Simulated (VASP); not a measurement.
# LaAl3N2 (Fmm2) in VASP: relaxation of cell and atoms with PBE

Aim: the relaxation of cell and atoms of LaAl3N2 with PBE.

Program: VASP 6.6.1. These are calculated values, not measurements. Logs are shortened: lines on timing, memory, paths and dates and some standing lists are left out, and cuts for length are marked.

## Step 1: The cell of the first run

It takes space group Fmm2 (No. 42, orthorhombic). Conventional cell: a = 5.681 Å, b = 6.716 Å, c = 11.894 Å, α = 90.00°, β = 90.00°, γ = 90.00°. Within 3.1 Å of La (site symmetry mm2) lie 1 N at 2.24 Å and 2 Al at 3.02 Å. Within 3.1 Å of Al (site symmetry 2) lie 4 N at 2.33 to 2.54 Å and 4 Al at 2.84 to 2.92 Å. Al (site symmetry mm2) has 2 N at 2.69 to 2.75 Å and 4 Al at 2.92 Å and 4 La at 3.02 to 3.51 Å within 3.6 Å. Within 3.4 Å of N (site symmetry mm2) lie 5 Al at 2.54 to 2.75 Å and 4 N at 2.89 to 3.40 Å and 2 La at 3.32 Å. N (site symmetry mm2) has 1 La at 2.24 Å and 5 Al at 2.33 to 2.69 Å and 2 N at 2.89 Å within 3.0 Å.

The cell was built from a structure type or drawn by symmetry, and may not be a known phase.

## Step 2: Relaxation of cell and atoms, PBE

Contents of INCAR:

```
  PREC = Accurate
  ENCUT = 600
  EDIFF = 1E-6
  ISMEAR = 0
  SIGMA = 0.2
  LREAL = False
  LASPH = True
  NELM = 60
  ALGO = Normal
  ISIF = 3
  LWAVE = False
  LCHARG = False
  GGA = PE
  IBRION = 2
  NSW = 36
  EDIFFG = -0.08
```

Contents of KPOINTS:

```
regular mesh
0
Gamma
  4 4 4
```

Contents of POSCAR:

```
LaAl3N2
1.0
    0.0000000000      3.3578557600      5.9470736300
    2.8406619000      0.0000000000      5.9470736300
    2.8406619000      3.3578557600      0.0000000000
La Al N
1 3 2
Direct
    0.1112259600      0.1112259600      0.8887740400
    0.3586576700      0.3586576700      0.1413423300
    0.8586576700      0.8586576700      0.6413423300
    0.6973582700      0.6973582700      0.3026417300
    0.4659983300      0.4659983300      0.5340016700
    0.9232188900      0.9232188900      0.0767811100
```

Potentials or basis: VASP PAW PBE potentials, release 64 (La, Al, N).

Launch:

```bash
> cat potpaw_PBE.64/La/POTCAR potpaw_PBE.64/Al/POTCAR potpaw_PBE.64/N/POTCAR > POTCAR
> mpirun -np 1 vasp_std > vasp.out
```

OUTCAR:

```text
PREC = Accurate
   ENCUT = 600
   EDIFF = 1E-6
   ISMEAR = 0
   LREAL = False
   LASPH = True
   NELM = 60
   ISIF = 3
   GGA = PE
   IBRION = 2
   NSW = 36
   EDIFFG = -0.08

 ion  position               nearest neighbor table
   1  0.111  0.111  0.889-   6 2.24   4 3.02   4 3.02   4 3.51   4 3.51
   2  0.359  0.359  0.141-   6 2.33   6 2.33   5 2.54   5 2.54   3 2.84   3 2.84   4 2.92   4 2.92
                             3 3.36   3 3.36
   3  0.859  0.859  0.641-   6 2.33   6 2.33   5 2.54   5 2.54   2 2.84   2 2.84   4 2.92   4 2.92
                             2 3.36   2 3.36
   4  0.697  0.697  0.303-   2 2.92   2 2.92   3 2.92   3 2.92   1 3.02   1 3.02   1 3.51   1 3.51

   5  0.466  0.466  0.534-   2 2.54   2 2.54   3 2.54   3 2.54
   6  0.923  0.923  0.077-   1 2.24   3 2.33   3 2.33   2 2.33   2 2.33

  LATTYP: Found a face centered orthorhombic cell.
 ALAT       =     5.6813238000
 B/A-ratio  =     1.1820680807
 C/A-ratio  =     2.0935520802

  Lattice vectors:

 A1 = (   0.0000000000,   3.3578557600,   5.9470736300)
 A2 = (   2.8406619000,   0.0000000000,   5.9470736300)
 A3 = (   2.8406619000,   3.3578557600,   0.0000000000)

Analysis of symmetry for initial positions (statically):
=====================================================================
 Subroutine PRICEL returns:
 Original cell was already a primitive cell.

 Routine SETGRP: Setting up the symmetry group for a
 face centered orthorhombic supercell.

 Subroutine GETGRP returns: Found  4 space group operations
 (whereof  4 operations were pure point group operations)
 out of a pool of  8 trial point group operations.

The static configuration has the point symmetry C_2v.

Analysis of symmetry for dynamics (positions and initial velocities):
=====================================================================
 Subroutine PRICEL returns:
 Original cell was already a primitive cell.

 Routine SETGRP: Setting up the symmetry group for a
 face centered orthorhombic supercell.

 Subroutine GETGRP returns: Found  4 space group operations
 (whereof  4 operations were pure point group operations)
 out of a pool of  8 trial point group operations.

The dynamic configuration has the point symmetry C_2v.

 Subroutine INISYM returns: Found  4 space group operations
 (whereof  4 operations are pure point group operations),
 and found     1 'primitive' translations

----------------------------------------------------------------------------------------

                                     Primitive cell

  volume of cell :     113.4527

  direct lattice vectors                    reciprocal lattice vectors
     0.000000000  3.357855760  5.947073630    -0.176015315  0.148904550  0.084074964
     2.840661900  0.000000000  5.947073630     0.176015315 -0.148904550  0.084074964
     2.840661900  3.357855760  0.000000000     0.176015315  0.148904550 -0.084074964

  length of vectors
[... 87 lines left out ...]
   IBRION =      2    ionic relax: 0-MD 1-quasi-New 2-CG
   NFREE  =      1    steps in history (QN), initial steepest desc. (CG)
   ISIF   =      3    stress and relaxation
   ISYM   =      2    0-nonsym 1-usesym 2-fastsym
   POTIM  = 0.5000    time-step for ionic-motion
   TEBEG  =    0.0;   TEEND  =   0.0 temperature during run
   PSTRESS=    0.0 pullay stress
   NELECT =      30.0000    total number of electrons
   NUPDOWN=      -1.0000    fix difference up-down
   EMIN   =  10.00;   EMAX   =-10.00  energy-range for DOS
   EFERMI =   0.00;   METHOD = LEGACY
   ISMEAR =     0;   SIGMA  =   0.20  broadening in eV -4-tet -1-fermi 0-gaus
   EFERMI_NEDOS =   21; number of points for ismear=-14 and -15
   IALGO  =     38    algorithm
   IMIX   =      4    mixing-type and parameters
     AMIX     =   0.40;   BMIX     =  1.00
     AMIX_MAG =   1.60;   BMIX_MAG =  1.00
  volume/ion in A,a.u.               =      18.91       127.60
  Fermi-wavevector in a.u.,A,eV,Ry     =   1.050776  1.985679 15.022613  1.104131
  Thomas-Fermi vector in A             =   2.185793
   LORBIT       =      0    0 simple, 1 ext, 2 COOP (PROOUT), +10 PAW based schemes
   GGA     = PE    functional components
   LHFCALC =     F    Hartree Fock is set to
   AEXX    =    0.0000 exact exchange contribution
   IVDW    =     0    specifies the selected vdW correction
   LEPSILON=     F    determine dielectric tensor
   LRPA    =     F    only Hartree local field effects (RPA)
 conjugate gradient relaxation of ions
 non-spin polarized calculation
 Gauss-broadening in eV      SIGMA  =   0.20
  energy-cutoff  :      600.00
  volume of cell :      113.45
 maximum number of plane-waves:      3812
 NGX is ok and might be reduce to    56
   NGX = 27   NGY = 27   NGZ = 17

--------------------------------------- Ionic step        1  -------------------------------------------

 number of electron      30.0000000 magnetization

 Free energy of the ion-electron system (eV)
  ---------------------------------------------------
  ext. energy  EPLUGINS =         0.00000000
  ---------------------------------------------------
  free energy    TOTEN  =       -31.77898430 eV

  energy without entropy =      -31.70550966  energy(sigma->0) =      -31.74224698

 E-fermi :   6.3510     XC(G=0):  -9.7040

 val. band max:        6.2781415837   @ k =  -0.2500   0.2500   0.0000
 cond. band min:       6.3559300631   @ k =   0.5000   0.0000   0.0000
 fundamental gap:      0.0777884795
 Fermi energy:         6.3510495008

 k-point     1 :       0.0000    0.0000    0.0000
  band No.  band energies     occupation
      1     -26.2168      2.00000
      2     -10.7350      2.00000
      3      -9.9986      2.00000
      4      -9.9548      2.00000
      5      -7.3953      2.00000
      6      -5.9391      2.00000
[... 498 lines left out ...]
  FREE ENERGIE OF THE ION-ELECTRON SYSTEM (eV)
  ---------------------------------------------------
  free  energy   TOTEN  =       -34.3444217261 eV

  energy  without entropy=      -34.2966252251  energy(sigma->0) =      -34.32052348

[... ionic steps 4 to 31 ...]

--------------------------------------- Ionic step       32  -------------------------------------------

 number of electron      29.9999999 magnetization

------------------------ aborting loop because EDIFF is reached ----------------------------------------
[... 75 lines left out ...]
--------------------------------------- Ionic step       34  -------------------------------------------

 number of electron      29.9999999 magnetization

 Free energy of the ion-electron system (eV)
  ---------------------------------------------------
  ext. energy  EPLUGINS =         0.00000000
  ---------------------------------------------------
  free energy    TOTEN  =       -35.97559967 eV

  energy without entropy =      -35.96433816  energy(sigma->0) =      -35.96996892

 E-fermi :   8.4009     XC(G=0): -10.2260

 val. band max:        8.2485588162   @ k =  -0.2500   0.2500   0.0000
 cond. band min:       8.5071247000   @ k =   0.0000   0.0000   0.0000
 fundamental gap:      0.2585658838
 Fermi energy:         8.4008568556

 k-point     1 :       0.0000    0.0000    0.0000
  band No.  band energies     occupation
      1     -24.9139      2.00000
      2      -9.6896      2.00000
      3      -8.5659      2.00000
      4      -8.3215      2.00000
      5      -8.3203      2.00000
      6      -6.0327      2.00000
[... 418 lines left out ...]
  FREE ENERGIE OF THE ION-ELECTRON SYSTEM (eV)
  ---------------------------------------------------
  free  energy   TOTEN  =       -35.9755996675 eV

  energy  without entropy=      -35.9643381649  energy(sigma->0) =      -35.96996892

 reached required accuracy - stopping structural energy minimisation
```

It took 13 min on 1 thread of Intel Xeon 6975P-C (Granite Rapids), shared host; peak memory 0.4 GiB.

What came out:

| Item | Value |
| --- | --- |
| Free energy | -35.9756 eV |
| Relaxed volume | 16.11 Å³/atom |
| Relaxed cell | a = 7.154 Å, b = 7.153 Å, c = 3.820 Å, α = 74.54°, β = 74.49°, γ = 30.98° |
| Space group after relaxing (to 0.1 Å) | I4mm (No. 107) |
| Energy gained by relaxing | 699.4 meV/atom |
| Ionic steps | 34 |
| Pressure after relaxing | 0.2 GPa |
| Largest force after relaxing | 0.079 eV/Å |

Forces on the atoms (eV/Å):
```
La   0.000  0.000  0.011
Al   0.000  0.000  0.036
Al   0.000  0.000  0.036
Al   0.000  0.000  0.005
N    0.000  0.000 -0.079
N    0.000  0.000 -0.009
```

The path:
```
step  energy change (eV)  largest force (eV/Å)  pressure (GPa)  volume (Å³)
   1              0.0000                2.2970          -12.28       113.45
   2             -2.5211                3.0275            0.21        90.78
   3             -2.5654                3.0935            3.33        88.15
   4             -3.0844                1.5351            5.56        85.96
   5             -3.0922                1.5592            4.96        86.21
   6             -3.4867                1.4887           -0.63        91.28
   7             -3.5303                1.3883           -2.47        93.49
   8             -3.8408                0.8341           -0.55        93.58
   9             -3.9927                0.7380            1.93        93.58
  10             -3.9994                0.7642            2.74        93.56
  11             -4.0820                0.4067           -1.77        98.68
  12             -4.0845                0.4352           -1.16        97.91
  13             -4.1414                0.2352           -0.11        97.63
  14             -4.1449                0.2429            0.25        97.53
  15             -4.1518                0.1424           -0.23        98.00
  16             -4.1518                0.1419           -0.23        98.00
  17             -4.1547                0.1074            0.11        97.68
  18             -4.1547                0.1099            0.11        97.66
  19             -4.1572                0.0977           -0.06        97.74
  20             -4.1594                0.1725           -0.57        97.93
  21             -4.1604                0.1800           -0.48        97.84
  22             -4.1629                0.2011           -0.34        97.58
  23             -4.1669                0.2352            0.01        97.06
  24             -4.1683                0.2789            0.68        96.02
  25             -4.1690                0.2671            0.42        96.45
  26             -4.1728                0.2497            0.37        96.39
  27             -4.1811                0.1782            0.32        96.20
  28             -4.1694                0.3867            0.18        95.81
  29             -4.1824                0.2149            0.28        96.12
  30             -4.1889                0.1505            0.17        96.31
  31             -4.1947                0.1365           -0.03        96.72
  32             -4.1948                0.1295           -0.03        96.69
  33             -4.1964                0.0965            0.12        96.68
  34             -4.1966                0.0790            0.21        96.67
```

Final structure:
```
La Al N
1.0
     0.00000    2.70367    6.62371
     2.69906    0.00000    6.62371
     2.69906    2.70367    0.00000
La Al N
1 3 2
Cartesian
  2.6991 2.7037 1.3899
  1.3495 1.3518 5.0661
  4.0486 4.0555 11.6898
  2.6991 2.7037 9.6427
  2.6991 2.7037 5.6618
  2.6991 2.7037 11.7912
```

Caveat: the k points lie up to 0.43 Å⁻¹ apart in the final cell; spin-orbit coupling is left out, which moves the levels of the heavy elements; the relaxation stopped at a loose force limit of 0.08 eV/Å, so its end isn't a converged minimum.
